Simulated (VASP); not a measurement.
Set up this calculation in VASP 6.6.1, as the native input.

```yaml
Task: single point
Functional: r2SCAN
Potentials_or_basis: VASP PAW PBE potentials, release 64 (Si)
Cutoff: 520 eV
k_mesh: 12 × 12 × 6
Occupations: gaussian, width 0.05 eV
Spin: no spin polarisation
Dipole_correction: no
Further_INCAR_settings: ALGO = Normal; EDIFF = 1e-07; NBANDS = 16
```

The system is Si.

```
Si
1.0
     3.83132    0.00000    0.00000
    -1.91566    3.75334    0.00000
     0.00000    0.00000    6.33262
Si
4
Direct
  0.33333 0.66667 0.06301
  0.66667 0.33333 0.56301
  0.33333 0.66667 0.43699
  0.66667 0.33333 0.93699
```

This cell differs from its parent crystal: strain +0.1312 x Voigt [0, 1, 0, 0, 0, 0].

The input as run:

POSCAR

```
Si
1.0
    3.8313174605      0.0000000000      0.0000000000
   -1.9156587303      3.7533422453      0.0000000000
    0.0000000000      0.0000000000      6.3326220002
Si
4
Direct
    0.3333333333      0.6666666667      0.0630095000
    0.6666666667      0.3333333333      0.5630095000
    0.3333333333      0.6666666667      0.4369905000
    0.6666666667      0.3333333333      0.9369905000
```

INCAR.step1

```
SYSTEM = Si
PREC = Accurate
ENCUT = 520
ISMEAR = 0
SIGMA = 0.05
LREAL = .FALSE.
LASPH = .TRUE.
NELM = 80
NBANDS = 16
GGA = PE
ALGO = Normal
EDIFF = 1E-4
LWAVE = .TRUE.
LCHARG = .FALSE.
```

INCAR.step2

```
SYSTEM = Si
PREC = Accurate
ENCUT = 520
EDIFF = 1E-7
ISMEAR = 0
SIGMA = 0.05
LREAL = .FALSE.
LASPH = .TRUE.
NELM = 80
ALGO = Normal
ISIF = 2
LWAVE = .FALSE.
LCHARG = .TRUE.
METAGGA = R2SCAN
LMIXTAU = .TRUE.
LELF = .TRUE.
LVHAR = .TRUE.
NBANDS = 16
ISTART = 1
```

KPOINTS

```
regular mesh
0
G
  12 12 6
  0 0 0
```

Potentials or basis: VASP PAW PBE potentials, release 64 (Si).

The run is started by

```console
$ cat potpaw_PBE.64/Si/POTCAR > POTCAR
$ cp INCAR.step1 INCAR
$ mpirun -np 1 vasp_std > vasp.out
$ cp INCAR.step2 INCAR
$ mpirun -np 1 vasp_std > vasp.out
```

Results of the run:

- Pressure: -8.1 GPa
- Largest force: 0.479 eV/Å
- Band gap on the k mesh: zero (bands 8 and 9 overlap by 0.12 eV)

Caveat: the cell differs from its parent crystal (strain +0.1312 x Voigt [0, 1, 0, 0, 0, 0]); the cell stands under tension; semilocal functionals underestimate gaps, so a narrow gap can read as zero; the PAW data sets were made with another functional, which shifts forces and pressure a little.

Wall time 4.6 min on 1 thread of Intel(R) Xeon(R) 6975P-C (Granite Rapids), with other jobs on the host, peak memory 0.32 GiB.
